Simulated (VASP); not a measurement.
# Si (Fm-3m) in VASP: further runs

Runs on Si. Level: RPBE. Tasks: single point.

Program: VASP 6.6.1. These are calculated values, not measurements. Logs are shortened: lines on timing, memory, paths and dates and some standing lists are left out, and cuts for length are marked.

### Step 1. The cell of the first run

It takes space group Fm-3m (No. 225, cubic). Conventional cell: a = 3.882 Å, b = 3.882 Å, c = 3.882 Å, α = 90.00°, β = 90.00°, γ = 90.00°. Si (site symmetry m-3m) has 12 Si at 2.74 Å within 3.6 Å.

### Step 2. Single point, RPBE

File INCAR:

```
SYSTEM = Si
  PREC = Accurate
  ENCUT = 520
  EDIFF = 1E-6
  ISMEAR = -1
  SIGMA = 0.1
  LREAL = .FALSE.
  LASPH = .TRUE.
  NELM = 100
  ALGO = Normal
  ISIF = 2
  LWAVE = .FALSE.
  LCHARG = .TRUE.
  GGA = RP
  LELF = .TRUE.
  LVHAR = .TRUE.
  NBANDS = 8
```

File KPOINTS:

```
Automatic mesh
0
G
  14 14 14
  0 0 0
```

File POSCAR:

```
Si
1.0
    0.0000000000      1.9407822318      1.9407822318
    1.9407822318      0.0000000000      1.9407822318
    1.9407822318      1.9407822318      0.0000000000
Si
1
Direct
    0.0000000000      0.0000000000      0.0000000000
```

Potentials or basis: VASP PAW PBE potentials, release 64 (Si).

Command:

```sh
cat potpaw_PBE.64/Si/POTCAR > POTCAR
mpirun -np 1 vasp_std > vasp.out
```

OUTCAR:

```text
SYSTEM = Si
   PREC = Accurate
   ENCUT = 520
   EDIFF = 1E-6
   ISMEAR = -1
   LREAL = .FALSE.
   LASPH = .TRUE.
   NELM = 100
   ISIF = 2
   GGA = RP

 ion  position               nearest neighbor table
   1  0.000  0.000  0.000-

  LATTYP: Found a face centered cubic cell.
 ALAT       =     3.8815644636

  Lattice vectors:

 A1 = (   0.0000000000,   1.9407822318,   1.9407822318)
 A2 = (   1.9407822318,   0.0000000000,   1.9407822318)
 A3 = (   1.9407822318,   1.9407822318,   0.0000000000)

Analysis of symmetry for initial positions (statically):
=====================================================================
 Subroutine PRICEL returns:
 Original cell was already a primitive cell.

 Routine SETGRP: Setting up the symmetry group for a
 face centered cubic supercell.

 Subroutine GETGRP returns: Found 48 space group operations
 (whereof 48 operations were pure point group operations)
 out of a pool of 48 trial point group operations.

The static configuration has the point symmetry O_h .

Analysis of symmetry for dynamics (positions and initial velocities):
=====================================================================
 Subroutine PRICEL returns:
 Original cell was already a primitive cell.

 Routine SETGRP: Setting up the symmetry group for a
 face centered cubic supercell.

 Subroutine GETGRP returns: Found 48 space group operations
 (whereof 48 operations were pure point group operations)
 out of a pool of 48 trial point group operations.

The dynamic configuration has the point symmetry O_h .

 Subroutine INISYM returns: Found 48 space group operations
 (whereof 48 operations are pure point group operations),
 and found     1 'primitive' translations

----------------------------------------------------------------------------------------

                                     Primitive cell

  volume of cell :      14.6204

  direct lattice vectors                    reciprocal lattice vectors
     0.000000000  1.940782232  1.940782232    -0.257628080  0.257628080  0.257628080
     1.940782232  0.000000000  1.940782232     0.257628080 -0.257628080  0.257628080
     1.940782232  1.940782232  0.000000000     0.257628080  0.257628080 -0.257628080

  length of vectors
     2.744680554  2.744680554  2.744680554     0.446224924  0.446224924  0.446224924

  position of ions in fractional coordinates (direct lattice)
     0.000000000  0.000000000  0.000000000

  ion indices of the primitive-cell ions
   primitive index   ion index
                 1           1

----------------------------------------------------------------------------------------

 KPOINTS: Automatic mesh

Automatic generation of k-mesh.
 Grid dimensions read from file:
 generate k-points for:   14   14   14

 Generating k-lattice:

  Cartesian coordinates                     Fractional coordinates (reciprocal lattice)
    -0.018402006  0.018402006  0.018402006     0.071428571  0.000000000  0.000000000
     0.018402006 -0.018402006  0.018402006     0.000000000  0.071428571  0.000000000
     0.018402006  0.018402006 -0.018402006     0.000000000  0.000000000  0.071428571

  Length of vectors
     0.031873209  0.031873209  0.031873209

  Shift w.r.t. Gamma in fractional coordinates (k-lattice)
     0.000000000  0.000000000  0.000000000

 Subroutine IBZKPT returns following result:
 ===========================================

 Found    104 irreducible k-points:

 Following reciprocal coordinates:
            Coordinates               Weight
  0.000000  0.000000  0.000000      1.000000
  0.071429  0.000000  0.000000      8.000000
  0.142857  0.000000  0.000000      8.000000
  0.214286  0.000000  0.000000      8.000000
  0.285714  0.000000  0.000000      8.000000
  0.357143  0.000000  0.000000      8.000000
[... 16 lines left out ...]
  0.214286  0.142857  0.000000     24.000000
  0.285714  0.142857  0.000000     24.000000
 [... further k-points ...]
   k-points           NKPTS =    104   k-points in BZ     NKDIM =    104   number of bands    NBANDS=      8
   number of dos      NEDOS =    301   number of ions     NIONS =      1
   total plane-waves  NPLWV =   8000
   dimension x,y,z NGX =    20 NGY =   20 NGZ =   20
   dimension x,y,z NGXF=    40 NGYF=   40 NGZF=   40
   ions per type =               1
   NGX,Y,Z   is equivalent  to a cutoff of  12.11, 12.11, 12.11 a.u.
   NGXF,Y,Z  is equivalent  to a cutoff of  24.23, 24.23, 24.23 a.u.
 SYSTEM =  Si
   PREC   = accura    normal or accurate (medium, high low for compatibility)
   ISTART =      0    job   : 0-new  1-cont  2-samecut
   ICHARG =      2    charge: 1-file 2-atom 10-const
   ISPIN  =      1    spin polarized calculation?
   LNONCOLLINEAR =      F non collinear calculations
   LSORBIT =      F    spin-orbit coupling
   LASPH  =      T    aspherical Exc in radial PAW
   ENCUT  =  520.0 eV  38.22 Ry    6.18 a.u.   5.10  5.10  5.10*2*pi/ulx,y,z
   NELM   =    100;   NELMIN=  2; NELMDL= -5     # of ELM steps
   EDIFF  = 0.1E-05   stopping-criterion for ELM
   LREAL  =      F    real-space projection
   EDIFFG = 0.1E-04   stopping-criterion for IOM
   NSW    =      0    number of steps for IOM
   IBRION =     -1    ionic relax: 0-MD 1-quasi-New 2-CG
   NFREE  =      0    steps in history (QN), initial steepest desc. (CG)
   ISIF   =      2    stress and relaxation
   ISYM   =      2    0-nonsym 1-usesym 2-fastsym
   POTIM  = 0.5000    time-step for ionic-motion
   TEBEG  =    0.0;   TEEND  =   0.0 temperature during run
   PSTRESS=    0.0 pullay stress
   NELECT =       4.0000    total number of electrons
   NUPDOWN=      -1.0000    fix difference up-down
   EMIN   =  10.00;   EMAX   =-10.00  energy-range for DOS
   EFERMI =   0.00;   METHOD = LEGACY
   ISMEAR =    -1;   SIGMA  =   0.10  broadening in eV -4-tet -1-fermi 0-gaus
   EFERMI_NEDOS =   21; number of points for ismear=-14 and -15
   IALGO  =     38    algorithm
   IMIX   =      4    mixing-type and parameters
     AMIX     =   0.40;   BMIX     =  1.00
     AMIX_MAG =   1.60;   BMIX_MAG =  1.00
  volume/ion in A,a.u.               =      14.62        98.66
  Fermi-wavevector in a.u.,A,eV,Ry     =   1.062775  2.008354 15.367656  1.129491
  Thomas-Fermi vector in A             =   2.198237
   LORBIT       =      0    0 simple, 1 ext, 2 COOP (PROOUT), +10 PAW based schemes
   GGA     = RP    functional components
   LHFCALC =     F    Hartree Fock is set to
   AEXX    =    0.0000 exact exchange contribution
   IVDW    =     0    specifies the selected vdW correction
   LEPSILON=     F    determine dielectric tensor
   LRPA    =     F    only Hartree local field effects (RPA)
 non-spin polarized calculation
  energy-cutoff  :      520.00
  volume of cell :       14.62
 maximum number of plane-waves:       411
   NGX = 11   NGY = 11   NGZ = 11

 number of electron       4.0000000 magnetization

 Free energy of the ion-electron system (eV)
  ---------------------------------------------------
  ext. energy  EPLUGINS =         0.00000000
  ---------------------------------------------------
  free energy    TOTEN  =        -4.59820075 eV

  energy without entropy =       -4.58347953  energy(sigma->0) =       -4.59084014

 E-fermi :  10.1315     XC(G=0): -11.1422

 val. band max:       10.1236513652   @ k =   0.4286   0.2857   0.0000
 cond. band min:      10.1428728266   @ k =   0.5000   0.3571   0.1429
 fundamental gap:      0.0192214614
 Fermi energy:        10.1315444505

 k-point     1 :       0.0000    0.0000    0.0000
  band No.  band energies     occupation
      1      -4.2507      2.00000
      2      21.2158      0.00000
      3      21.2158      0.00000
      4      21.2158      0.00000
      5      21.9367      0.00000
      6      21.9367      0.00000
      7      21.9367      0.00000
      8      27.2489      0.00000

 k-point     2 :       0.0714    0.0000    0.0000
  band No.  band energies     occupation
      1      -4.1030      2.00000
      2      18.8626      0.00000
      3      20.4746      0.00000
      4      20.4746      0.00000
      5      22.8575      0.00000
      6      22.8575      0.00000
      7      23.0467      0.00000
      8      28.0333      0.00000

 k-point     3 :       0.1429    0.0000    0.0000
  band No.  band energies     occupation
      1      -3.6606      2.00000
      2      15.8420      0.00000
      3      19.6814      0.00000
      4      19.6814      0.00000
      5      23.2841      0.00000
      6      23.9813      0.00000
      7      23.9813      0.00000
      8      26.9826      0.00000

 k-point     4 :       0.2143    0.0000    0.0000
  band No.  band energies     occupation
      1      -2.9256      2.00000
      2      12.8511      0.00000
      3      19.1061      0.00000
      4      19.1061      0.00000
      5      23.1867      0.00000
      6      23.9386      0.00000
      7      23.9386      0.00000
      8      27.2937      0.00000

 k-point     5 :       0.2857    0.0000    0.0000
  band No.  band energies     occupation
      1      -1.9016      2.00000
      2      10.0209      1.50295
      3      18.7559      0.00000
      4      18.7559      0.00000
      5      22.8975      0.00000
      6      22.8975      0.00000
      7      23.0965      0.00000
      8      28.1326      0.00000

 k-point     6 :       0.3571    0.0000    0.0000
  band No.  band energies     occupation
      1      -0.5942      2.00000
      2       7.4043      2.00000
      3      18.6109      0.00000
      4      18.6109      0.00000
      5      21.8767      0.00000
      6      21.8767      0.00000
      7      23.1155      0.00000
      8      26.9641      0.00000

 k-point     7 :       0.4286    0.0000    0.0000
  band No.  band energies     occupation
      1       0.9843      2.00000
      2       5.0344      2.00000
      3      18.6128      0.00000
      4      18.6128      0.00000
      5      21.1453      0.00000
      6      21.1453      0.00000
      7      23.2290      0.00000
      8      26.1243      0.00000

 k-point     8 :       0.5000    0.0000    0.0000
  band No.  band energies     occupation
      1       2.5451      2.00000
      2       3.2089      2.00000
      3      18.6426      0.00000
      4      18.6426      0.00000
      5      20.8690      0.00000
      6      20.8690      0.00000
      7      23.3055      0.00000
      8      25.8004      0.00000

 k-point     9 :       0.0714    0.0714    0.0000
  band No.  band energies     occupation
      1      -4.0538      2.00000
      2      19.4019      0.00000
      3      19.4019      0.00000
      4      20.7568      0.00000
      5      20.9197      0.00000
      6      23.9962      0.00000
      7      23.9962      0.00000
      8      26.7902      0.00000

 k-point    10 :       0.1429    0.0714    0.0000
  band No.  band energies     occupation
      1      -3.7097      2.00000
      2      16.9263      0.00000
      3      18.5243      0.00000
      4      20.1153      0.00000
      5      21.5579      0.00000
      6      24.7103      0.00000
      7      25.2057      0.00000
      8      25.2390      0.00000
[... 78 lines left out ...]
 k-point    18 :      -0.2857    0.0714    0.0000
  band No.  band energies     occupation
      1      -1.3673      2.00000
      2       9.2420      1.99973
      3      16.5427      0.00000
      4      19.5517      0.00000
      5      21.9448      0.00000
      6      22.8423      0.00000
      7      23.9012      0.00000
      8      28.2600      0.00000

 k-point    19 :      -0.2143    0.0714    0.0000
  band No.  band energies     occupation
      1      -2.4859      2.00000
      2      11.9979      0.00000
      3      16.7720      0.00000
      4      20.1621      0.00000
      5      22.7367      0.00000
      6      23.8920      0.00000
      7      24.0806      0.00000
      8      26.3336      0.00000

 k-point    20 :      -0.1429    0.0714    0.0000
  band No.  band energies     occupation
      1      -3.3172      2.00000
      2      14.9258      0.00000
      3      17.2527      0.00000
      4      20.7970      0.00000
      5      23.0959      0.00000
      6      23.8617      0.00000
      7      24.9803      0.00000
      8      25.4987      0.00000

 k-point    21 :      -0.0714    0.0714    0.0000
  band No.  band energies     occupation
      1      -3.8571      2.00000
      2      17.7955      0.00000
      3      18.0900      0.00000
      4      21.3012      0.00000
      5      22.3171      0.00000
      6      23.5043      0.00000
      7      24.4333      0.00000
      8      26.5618      0.00000

 k-point    22 :       0.1429    0.1429    0.0000
  band No.  band energies     occupation
      1      -3.4642      2.00000
      2      17.5643      0.00000
      3      17.5643      0.00000
      4      19.1596      0.00000
      5      19.5452      0.00000
      6      23.2918      0.00000
      7      26.5305      0.00000
      8      26.5305      0.00000

 k-point    23 :       0.2143    0.1429    0.0000
  band No.  band energies     occupation
      1      -2.9252      2.00000
      2      15.2064      0.00000
      3      16.8426      0.00000
      4      18.6009      0.00000
      5      19.7369      0.00000
      6      22.0570      0.00000
      7      27.2671      0.00000
      8      27.4360      0.00000

 k-point    24 :       0.2857    0.1429    0.0000
  band No.  band energies     occupation
      1      -2.0954      2.00000
      2      12.3360      0.00000
      3      16.3701      0.00000
      4      17.7715      0.00000
      5      19.4340      0.00000
      6      22.8268      0.00000
      7      26.9130      0.00000
      8      27.4290      0.00000

 [... further k-points ...]
[... 5 lines left out ...]
  --------------------------------------------------------------------------------------
  -------------------------------------------------------------------------------------
  Total       -0.0391613     -0.0391613     -0.0391613      0.0000000      0.0000000      0.0000000
  in kB       -4.2914856     -4.2914856     -4.2914856      0.0000000      0.0000000      0.0000000
  external PRESSURE =      -4.2914856 kB  Pullay stress =       0.0000000 kB

 VOLUME and BASIS-vectors are now :
 -----------------------------------------------------------------------------
  energy-cutoff  :      520.00
  volume of cell :       14.62
      direct lattice vectors                 reciprocal lattice vectors
     0.000000000  1.940782232  1.940782232    -0.257628080  0.257628080  0.257628080
     1.940782232  0.000000000  1.940782232     0.257628080 -0.257628080  0.257628080
     1.940782232  1.940782232  0.000000000     0.257628080  0.257628080 -0.257628080

 POSITION                                       TOTAL-FORCE (eV/Angst)
 -----------------------------------------------------------------------------------
      0.00000      0.00000      0.00000         0.000000      0.000000      0.000000
 -----------------------------------------------------------------------------------
    total drift:                                0.000000      0.000000     -0.000000

  FREE ENERGIE OF THE ION-ELECTRON SYSTEM (eV)
  ---------------------------------------------------
  free  energy   TOTEN  =        -4.5982007518 eV

  energy  without entropy=       -4.5834795292  energy(sigma->0) =       -4.59084014
```

It took 7.5 s on 1 thread of Intel Xeon Platinum 8259CL at 2.50GHz (Skylake/Cascade Lake), shared host; peak memory 0.12 GiB.

What came out:

* Free energy: -4.5982 eV
* Pressure: -0.4 GPa
* Band gap on the k mesh: zero (band 2 reaches 21.22 eV, above the bottom of band 3 at 7.26 eV)

Caveat: the PAW data sets were made with another functional, which shifts forces and pressure a little.

### Step 3. Single point, RPBE (volume scaled by 0.88)

File INCAR:

```
ALGO = Normal
EDIFF = 1E-6
ENCUT = 520
GGA = RP
ISIF = 2
ISMEAR = -1
LASPH = True
LCHARG = False
LREAL = False
LWAVE = False
NBANDS = 8
NELM = 60
PREC = Accurate
SIGMA = 0.1
```

File KPOINTS:

```
k-points
0
Gamma
  16 16 16
```

File POSCAR:

```
Si
1.0
    0.0000000000      1.8598205047      1.8598205047
    1.8598205047      0.0000000000      1.8598205047
    1.8598205047      1.8598205047      0.0000000000
Si
1
Direct
    0.0000000000      0.0000000000      0.0000000000
```

Potentials or basis: VASP PAW PBE potentials, release 64 (Si).

Command:

```sh
cat potpaw_PBE.64/Si/POTCAR > POTCAR
mpirun -np 1 vasp_std > vasp.out
```

Run time: 12 s. Hardware: 1 thread of Intel Xeon Platinum 8259CL at 2.50GHz (Skylake/Cascade Lake), shared host; peak memory 0.12 GiB.

Results (log left out):

```
Free energy            : -4.5342 eV
Pressure               : 13.5 GPa
Band gap on the k mesh : zero (band 2 reaches 24.21 eV, above the bottom of band 3 at 8.57 eV)
```

Levels at points of the mesh, in eV from the Fermi level:
| k point | band 1 | band 2 | band 3 | band 4 | band 5 |
| --- | --- | --- | --- | --- | --- |
| (0.00, 0.00, 0.00) | -15.64 | 12.28 | 12.28 | 12.28 | 12.70 |
| (0.50, 0.00, 0.00) | -8.00 | -7.80 | 9.73 | 9.73 | 11.10 |
| (0.50, 0.50, 0.00) | -6.00 | -4.63 | 3.54 | 3.54 | 4.07 |

Caveat: the PAW data sets were made with another functional, which shifts forces and pressure a little.

(Part 1 of 2 ends here.)
